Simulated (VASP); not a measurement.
# BaTiO3 (Amm2) in VASP: settings compared

The runs below take BaTiO3 through single point, with PBEsol+D3(BJ), PBEsol.

Everything below comes from runs of VASP 6.6.1. Logs are shortened: lines on timing, memory, paths and dates and some standing lists are left out, and cuts for length are marked.

## 1. The cell of the first run

The structure is orthorhombic, space group Amm2 (No. 38). Conventional cell: a = 3.934 Å, b = 5.597 Å, c = 5.607 Å, α = 90.00°, β = 90.00°, γ = 90.00°. Within 3.6 Å of Ba (site symmetry mm2) lie 12 O at 2.74 to 2.86 Å and 8 Ti at 3.38 to 3.47 Å. Within 2.5 Å of Ti (site symmetry mm2) lie 6 O at 1.88 to 2.08 Å. O (site symmetry mm2) has 2 Ti at 1.97 Å within 2.6 Å. Within 2.5 Å of O (site symmetry m) lie 2 Ti at 1.88 to 2.08 Å.

## 2. Single point, PBEsol+D3(BJ)

INCAR reads:

```
PREC     = Accurate       # precision mode
ENCUT    = 520            # plane-wave cutoff, eV
EDIFF    = 1E-7           # SCF threshold, eV
ISMEAR   = 1              # smearing method
SIGMA    = 0.01           # smearing width, eV
LREAL    = False          # projectors in reciprocal space
LASPH    = True           # aspherical terms in the spheres
NELM     = 100            # most SCF steps
ALGO     = Normal         # electronic algorithm
ISIF     = 2              # what is computed and relaxed
LWAVE    = False          # write WAVECAR
LCHARG   = False          # write CHGCAR
GGA      = PS             # functional
IVDW     = 12             # dispersion correction
NBANDS   = 28             # bands
```

KPOINTS reads:

```
Automatic mesh
0
Gamma
  6 6 6
```

POSCAR reads:

```
BaTiO3
1.0
    3.9343133344      0.0000000000      0.0000000000
    0.0000000000      2.7986923033      2.8032534420
    0.0000000000     -2.7986923033      2.8032534420
Ba Ti O
1 1 3
Direct
    0.0000000000      0.0044507610      0.0044507610
    0.5000000000      0.5143693341      0.5143693341
    0.0000000000      0.4936864200      0.4936864200
    0.5000000000      0.4946264364      0.9897470486
    0.5000000000      0.9897470486      0.4946264364
```

Potentials or basis: VASP PAW PBE potentials, release 64 (Ba_sv, Ti_sv, O).

On the command line:

```bash
cat potpaw_PBE.64/Ba_sv/POTCAR potpaw_PBE.64/Ti_sv/POTCAR potpaw_PBE.64/O/POTCAR > POTCAR
mpirun -np 1 vasp_std > vasp.out
```

OUTCAR:

```text
PREC = Accurate
   ENCUT = 520
   EDIFF = 1E-7
   ISMEAR = 1
   LREAL = False
   LASPH = True
   NELM = 100
   ISIF = 2
   GGA = PS
   IVDW = 12
 IVDW          = 12

 ion  position               nearest neighbor table
   1  0.000  0.004  0.004-   3 2.74   4 2.76   5 2.76   4 2.76   5 2.76   3 2.80   3 2.80   5 2.82
                             4 2.82   5 2.82   4 2.82   3 2.86   2 3.38   2 3.38   2 3.42   2 3.42
   2  0.500  0.514  0.514-   4 1.88   5 1.88   3 1.97   3 1.97   5 2.08   4 2.08   1 3.38   1 3.38
                             1 3.42   1 3.42   1 3.42   1 3.42   1 3.47   1 3.47
   3  0.000  0.494  0.494-   2 1.97   2 1.97   1 2.74   1 2.80   1 2.80   1 2.86
   4  0.500  0.495  0.990-   2 1.88   2 2.08   1 2.76   1 2.76   1 2.82   1 2.82
   5  0.500  0.990  0.495-   2 1.88   2 2.08   1 2.76   1 2.76   1 2.82   1 2.82

  LATTYP: Found a base centered orthorhombic cell.
 ALAT       =     5.5973846066
 B/A-ratio  =     1.0016297393
 C/A-ratio  =     0.7028842238

  Lattice vectors:

 A1 = (   0.0000000000,   2.7986923033,  -2.8032534420)
 A2 = (   0.0000000000,   2.7986923033,   2.8032534420)
 A3 = (   3.9343133344,   0.0000000000,   0.0000000000)

Analysis of symmetry for initial positions (statically):
=====================================================================
 Subroutine PRICEL returns:
 Original cell was already a primitive cell.

 Routine SETGRP: Setting up the symmetry group for a
 base centered orthorhombic supercell.

 Subroutine GETGRP returns: Found  4 space group operations
 (whereof  4 operations were pure point group operations)
 out of a pool of  8 trial point group operations.

The static configuration has the point symmetry C_2v.

Analysis of symmetry for dynamics (positions and initial velocities):
=====================================================================
 Subroutine PRICEL returns:
 Original cell was already a primitive cell.

 Routine SETGRP: Setting up the symmetry group for a
 base centered orthorhombic supercell.

 Subroutine GETGRP returns: Found  4 space group operations
 (whereof  4 operations were pure point group operations)
 out of a pool of  8 trial point group operations.

The dynamic configuration has the point symmetry C_2v.

 Subroutine INISYM returns: Found  4 space group operations
 (whereof  4 operations are pure point group operations),
 and found     1 'primitive' translations

----------------------------------------------------------------------------------------

                                     Primitive cell

  volume of cell :      61.7329

  direct lattice vectors                    reciprocal lattice vectors
     3.934313334  0.000000000  0.000000000     0.254173960  0.000000000  0.000000000
     0.000000000  2.798692303  2.803253442     0.000000000  0.178654867  0.178364179
     0.000000000 -2.798692303  2.803253442     0.000000000 -0.178654867  0.178364179

  length of vectors
     3.934313334  3.961175137  3.961175137     0.254173960  0.252450672  0.252450672

  position of ions in fractional coordinates (direct lattice)
     0.000000000  0.004450761  0.004450761
     0.500000000  0.514369334  0.514369334
     0.000000000  0.493686420  0.493686420
     0.500000000  0.494626436  0.989747049
     0.500000000  0.989747049  0.494626436

  ion indices of the primitive-cell ions
   primitive index   ion index
                 1           1
                 2           2
                 3           3
                 4           4
                 5           5

----------------------------------------------------------------------------------------

 KPOINTS: Automatic mesh

Automatic generation of k-mesh.
 Grid dimensions read from file:
 generate k-points for:    6    6    6

 Generating k-lattice:

  Cartesian coordinates                     Fractional coordinates (reciprocal lattice)
     0.042362327  0.000000000  0.000000000     0.166666667  0.000000000  0.000000000
     0.000000000  0.029775811  0.029727363     0.000000000  0.166666667  0.000000000
     0.000000000 -0.029775811  0.029727363     0.000000000  0.000000000  0.166666667

  Length of vectors
     0.042362327  0.042075112  0.042075112

  Shift w.r.t. Gamma in fractional coordinates (k-lattice)
     0.000000000  0.000000000  0.000000000

 Subroutine IBZKPT returns following result:
 ===========================================

 Found     52 irreducible k-points:

 Following reciprocal coordinates:
            Coordinates               Weight
  0.000000  0.000000  0.000000      1.000000
  0.166667  0.000000  0.000000      2.000000
  0.333333  0.000000  0.000000      2.000000
  0.500000  0.000000  0.000000      1.000000
  0.000000  0.166667  0.000000      4.000000
  0.166667  0.166667  0.000000      8.000000
[... 16 lines left out ...]
  0.333333  0.333333  0.166667      8.000000
  0.500000  0.333333  0.166667      4.000000
 [... further k-points ...]
   k-points           NKPTS =     52   k-points in BZ     NKDIM =     52   number of bands    NBANDS=     28
   number of dos      NEDOS =    301   number of ions     NIONS =      5
   total plane-waves  NPLWV =  27000
   dimension x,y,z NGX =    30 NGY =   30 NGZ =   30
   dimension x,y,z NGXF=    60 NGYF=   60 NGZF=   60
   ions per type =               1   1   3
   NGX,Y,Z   is equivalent  to a cutoff of  12.68, 12.59, 12.59 a.u.
   NGXF,Y,Z  is equivalent  to a cutoff of  25.35, 25.18, 25.18 a.u.
 SYSTEM =  unknown system
   PREC   = accura    normal or accurate (medium, high low for compatibility)
   ISTART =      0    job   : 0-new  1-cont  2-samecut
   ICHARG =      2    charge: 1-file 2-atom 10-const
   ISPIN  =      1    spin polarized calculation?
   LNONCOLLINEAR =      F non collinear calculations
   LSORBIT =      F    spin-orbit coupling
   LASPH  =      T    aspherical Exc in radial PAW
   ENCUT  =  520.0 eV  38.22 Ry    6.18 a.u.   7.32  7.37  7.37*2*pi/ulx,y,z
   NELM   =    100;   NELMIN=  2; NELMDL= -5     # of ELM steps
   EDIFF  = 0.1E-06   stopping-criterion for ELM
   LREAL  =      F    real-space projection
   EDIFFG = 0.1E-05   stopping-criterion for IOM
   NSW    =      0    number of steps for IOM
   IBRION =     -1    ionic relax: 0-MD 1-quasi-New 2-CG
   NFREE  =      0    steps in history (QN), initial steepest desc. (CG)
   ISIF   =      2    stress and relaxation
   ISYM   =      2    0-nonsym 1-usesym 2-fastsym
   POTIM  = 0.5000    time-step for ionic-motion
   TEBEG  =    0.0;   TEEND  =   0.0 temperature during run
   PSTRESS=    0.0 pullay stress
   NELECT =      40.0000    total number of electrons
   NUPDOWN=      -1.0000    fix difference up-down
   EMIN   =  10.00;   EMAX   =-10.00  energy-range for DOS
   EFERMI =   0.00;   METHOD = LEGACY
   ISMEAR =     1;   SIGMA  =   0.01  broadening in eV -4-tet -1-fermi 0-gaus
   EFERMI_NEDOS =   21; number of points for ismear=-14 and -15
   IALGO  =     38    algorithm
   IMIX   =      4    mixing-type and parameters
     AMIX     =   0.40;   BMIX     =  1.00
     AMIX_MAG =   1.60;   BMIX_MAG =  1.00
  volume/ion in A,a.u.               =      12.35        83.32
  Fermi-wavevector in a.u.,A,eV,Ry     =   1.416629  2.677040 27.304670  2.006837
  Thomas-Fermi vector in A             =   2.537943
   LORBIT       =      0    0 simple, 1 ext, 2 COOP (PROOUT), +10 PAW based schemes
   GGA     = PS    functional components
   LHFCALC =     F    Hartree Fock is set to
   AEXX    =    0.0000 exact exchange contribution
   IVDW    =    12    specifies the selected vdW correction
   LEPSILON=     F    determine dielectric tensor
   LRPA    =     F    only Hartree local field effects (RPA)
 non-spin polarized calculation
 Methfessel and Paxton  Order N= 1 SIGMA  =   0.01
  energy-cutoff  :      520.00
  volume of cell :       61.73
 maximum number of plane-waves:      1703
 NGX is ok and might be reduce to    30
   NGX = 15   NGY = 15   NGZ = 15

 number of electron      40.0000001 magnetization

 Free energy of the ion-electron system (eV)
  ---------------------------------------------------
  ext. energy  EPLUGINS =         0.00000000
  ---------------------------------------------------
  free energy    TOTEN  =       -41.96306809 eV

  energy without entropy =      -41.96306809  energy(sigma->0) =      -41.96306809

 E-fermi :   4.1380     XC(G=0): -11.7124

 val. band max:        3.9862586727   @ k =   0.5000   0.5000   0.5000
 cond. band min:       5.9542049928   @ k =   0.0000   0.0000   0.0000
 fundamental gap:      1.9679463202
 Fermi energy:         4.1379697585

 k-point     1 :       0.0000    0.0000    0.0000
  band No.  band energies     occupation
      1     -52.1036      2.00000
      2     -28.4792      2.00000
      3     -28.4749      2.00000
      4     -28.4533      2.00000
      5     -20.7075      2.00000
      6     -12.9073      2.00000
[... 20 lines left out ...]
     27       8.9803      0.00000
     28      11.5704      0.00000

 k-point     2 :       0.1667    0.0000    0.0000
  band No.  band energies     occupation
      1     -52.1032      2.00000
      2     -28.4785      2.00000
      3     -28.4743      2.00000
      4     -28.4706      2.00000
      5     -20.6695      2.00000
      6     -12.9452      2.00000
[... 20 lines left out ...]
     27       9.5233      0.00000
     28      12.2487      0.00000

 k-point     3 :       0.3333    0.0000    0.0000
  band No.  band energies     occupation
      1     -52.1025      2.00000
      2     -28.5053      2.00000
      3     -28.4771      2.00000
      4     -28.4727      2.00000
      5     -20.5913      2.00000
      6     -13.1202      2.00000
[... 20 lines left out ...]
     27      10.8434      0.00000
     28      12.3800      0.00000

 k-point     4 :       0.5000    0.0000    0.0000
  band No.  band energies     occupation
      1     -52.1022      2.00000
      2     -28.5224      2.00000
      3     -28.4764      2.00000
      4     -28.4720      2.00000
      5     -20.5511      2.00000
      6     -13.2293      2.00000
[... 578 lines left out ...]
     27      11.5643      0.00000
     28      12.6692      0.00000

 k-point    23 :       0.3333    0.3333    0.1667
  band No.  band energies     occupation
      1     -52.1013      2.00000
      2     -28.5213      2.00000
      3     -28.5013      2.00000
      4     -28.4885      2.00000
      5     -20.4911      2.00000
      6     -12.6943      2.00000
[... 20 lines left out ...]
     27      12.3893      0.00000
     28      12.5217      0.00000

 k-point    24 :       0.5000    0.3333    0.1667
  band No.  band energies     occupation
      1     -52.1009      2.00000
      2     -28.5203      2.00000
      3     -28.5180      2.00000
      4     -28.4878      2.00000
      5     -20.4639      2.00000
      6     -12.6384      2.00000
[... 20 lines left out ...]
     27      12.3097      0.00000
     28      12.7658      0.00000

 [... further k-points ...]

------------------------ aborting loop because EDIFF is reached ----------------------------------------

 Edisp (eV)   -1.37416

 E8    (eV) :    -0.9517

  FORCE on cell =-STRESS in cart. coord.  units (eV):
  Direction    XX          YY          ZZ          XY          YZ          ZX
  --------------------------------------------------------------------------------------
  -------------------------------------------------------------------------------------
  Total       0.80250     0.81921     0.81186     0.00000     0.00000     0.00000
  in kB      20.82759    21.26123    21.07048     0.00000     0.00000     0.00000
  external pressure =       21.05 kB  Pullay stress =        0.00 kB

 VOLUME and BASIS-vectors are now :
 -----------------------------------------------------------------------------
  energy-cutoff  :      520.00
  volume of cell :       61.73
      direct lattice vectors                 reciprocal lattice vectors
     3.934313334  0.000000000  0.000000000     0.254173960  0.000000000  0.000000000
     0.000000000  2.798692303  2.803253442     0.000000000  0.178654867  0.178364179
     0.000000000 -2.798692303  2.803253442     0.000000000 -0.178654867  0.178364179

 POSITION                                       TOTAL-FORCE (eV/Angst)
 -----------------------------------------------------------------------------------
      0.00000      0.00000      0.02495         0.000000     -0.000000     -0.028344
      1.96716      0.00000      2.88382         0.000000     -0.000000     -0.039332
      0.00000      0.00000      2.76786         0.000000     -0.000000      0.013420
      1.96716     -1.38569      4.16108         0.000000     -0.014303      0.027128
      1.96716      1.38569      4.16108         0.000000      0.014303      0.027128
 -----------------------------------------------------------------------------------
    total drift:                                0.000000      0.000003     -0.000429

  FREE ENERGIE OF THE ION-ELECTRON SYSTEM (eV)
  ---------------------------------------------------
  free  energy   TOTEN  =       -43.3372259550 eV

  energy  without entropy=      -43.3372259550  energy(sigma->0) =      -43.33722595
```

Run time: 2.3 min. Hardware: 1 thread of Intel Xeon Platinum 8488C (Sapphire Rapids), shared host; peak memory 0.24 GiB.

Results:

```yaml
Free_energy: -43.3372 eV
Pressure: 2.1 GPa
Largest_force: 0.039 eV/Å
Band_gap_on_the_k_mesh: 1.97 eV (least direct gap 2.19 eV)
Dispersion_energy_per_atom: -0.275 eV
```

Forces in eV/Å, atoms in the order of the input:
```
Ba   0.000  0.000 -0.028
Ti   0.000  0.000 -0.039
O    0.000  0.000  0.013
O    0.000 -0.014  0.027
O    0.000  0.014  0.027
```

Caveat: the PAW data sets were made with another functional, which shifts forces and pressure a little; spin-orbit coupling is left out, which moves the levels of the heavy elements. A k mesh can miss the band edges.

## 3. Single point, PBEsol

This run uses another cell than the first one, of 12.69 Å³/atom.

INCAR reads:

```
SYSTEM = BaTiO3
  PREC = Accurate
  ENCUT = 520
  EDIFF = 1E-6
  ISMEAR = 1
  SIGMA = 0.01
  LREAL = .False.
  LASPH = .True.
  NELM = 100
  ALGO = Normal
  ISIF = 2
  LWAVE = .False.
  LCHARG = .False.
  GGA = PS
  NBANDS = 28
```

KPOINTS reads:

```
regular mesh
0
Gamma
  6 6 6
  0 0 0
```

POSCAR reads:

```
BaTiO3
1.0
    3.9500688735      0.0000000000      0.0000000000
    0.0000000000      2.8288179008      2.8389188284
    0.0000000000     -2.8288179008      2.8389188284
Ba Ti O
1 1 3
Direct
    0.0000000000      0.0070945627      0.0070945627
    0.5000000000      0.5199156014      0.5199156014
    0.0000000000      0.4913835410      0.4913835410
    0.5000000000      0.4937279987      0.9847582962
    0.5000000000      0.9847582962      0.4937279987
```

Potentials or basis: VASP PAW PBE potentials, release 64 (Ba_sv, Ti_sv, O).

On the command line:

```bash
cat potpaw_PBE.64/Ba_sv/POTCAR potpaw_PBE.64/Ti_sv/POTCAR potpaw_PBE.64/O/POTCAR > POTCAR
mpirun -np 1 vasp_std > vasp.out
```

Run time: 1.9 min. Hardware: 1 thread of Intel Xeon Platinum 8488C (Sapphire Rapids), shared host; peak memory 0.23 GiB.

The run converged. Its results:

| Item | Value |
| --- | --- |
| Free energy | -42.0019 eV |
| Pressure | 1.9 GPa |
| Largest force | 0.056 eV/Å |
| Band gap on the k mesh | 2.09 eV (least direct gap 2.44 eV) |

Forces on the atoms (eV/Å):
```
Ba   0.000  0.000 -0.038
Ti   0.000  0.000 -0.056
O    0.000  0.000  0.019
O    0.000 -0.021  0.037
O    0.000  0.021  0.037
```

Levels at points of the mesh, in eV from the valence-band top:
| k point | band 16 | band 17 | band 18 | band 19 | band 20 | band 21 | band 22 | band 23 | band 24 | band 25 |
| --- | --- | --- | --- | --- | --- | --- | --- | --- | --- | --- |
| (0.00, 0.00, 0.00) | -1.34 | -1.16 | -0.45 | -0.44 | -0.35 | 2.09 | 2.28 | 2.35 | 4.41 | 4.45 |
| (0.50, 0.00, 0.00) | -2.21 | -1.79 | -1.65 | -1.12 | -0.99 | 2.48 | 3.71 | 3.86 | 4.40 | 6.08 |
| (0.00, 0.50, 0.00) | -1.97 | -1.92 | -1.76 | -0.92 | -0.78 | 2.32 | 3.75 | 3.78 | 4.40 | 6.23 |
| (0.50, 0.50, 0.00) | -2.78 | -1.71 | -0.93 | -0.91 | -0.09 | 3.80 | 3.81 | 4.16 | 4.97 | 7.80 |
| (0.00, 0.50, 0.50) | -2.81 | -1.66 | -0.92 | -0.86 | -0.23 | 3.76 | 3.80 | 4.10 | 5.21 | 7.77 |
| (0.50, 0.50, 0.50) | -2.42 | -2.40 | -0.14 | -0.02 | 0.00 | 4.34 | 4.38 | 4.47 | 6.51 | 6.63 |

Caveat: the PAW data sets were made with another functional, which shifts forces and pressure a little; spin-orbit coupling is left out, which moves the levels of the heavy elements. A k mesh can miss the band edges.
